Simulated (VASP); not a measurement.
## Ge: single point with PBEsol

Ge:

```xyz
2
Lattice="-2.5489 2.7008 1.4369 2.5489 -2.7008 1.4369 2.4429 2.6009 -1.4369" Properties=species:S:1:pos:R:3 pbc="T T T"
Ge   -0.0265    1.3254    0.1841
Ge    2.4694    1.2755    1.2529
```

| Quantity | Value |
| --- | --- |
| Program | VASP 6.6.1 |
| Task | single point |
| Functional | PBEsol |
| Potentials or basis | VASP PAW PBE potentials, release 64 (Ge_d) |
| Cutoff | 500 eV |
| k mesh | 9 × 9 × 9 |
| Occupations | fermi-dirac, width 0.05 eV |
| Spin | no spin polarisation |

The pressure is -2.5 GPa. The largest force is 0.035 eV/Å and the band gap on the k mesh is zero (band 14 reaches 8.46 eV, above the bottom of band 15 at 2.94 eV).

Forces on the atoms (eV/Å):
```
Ge   0.000  0.000  0.035
Ge   0.000  0.000 -0.035
```

Stress tensor (GPa, compression positive):
```
-2.31  1.64  0.00
 1.64 -3.18  0.00
 0.00  0.00 -2.04
```

Levels at points of the mesh, in eV from the Fermi level:
```csv
k point,band 11,band 12,band 13,band 14,band 15,band 16,band 17,band 18
"(0.00, 0.00, 0.00)",-13.12,-3.86,-2.54,-1.70,3.46,6.94,7.17,7.89
```

Wall time 57 s on 1 thread of Intel(R) Xeon(R) 6975P-C (Granite Rapids) (shared host), peak memory 0.25 GiB.

Caveat: the PAW data sets were made with another functional, which shifts forces and pressure a little.
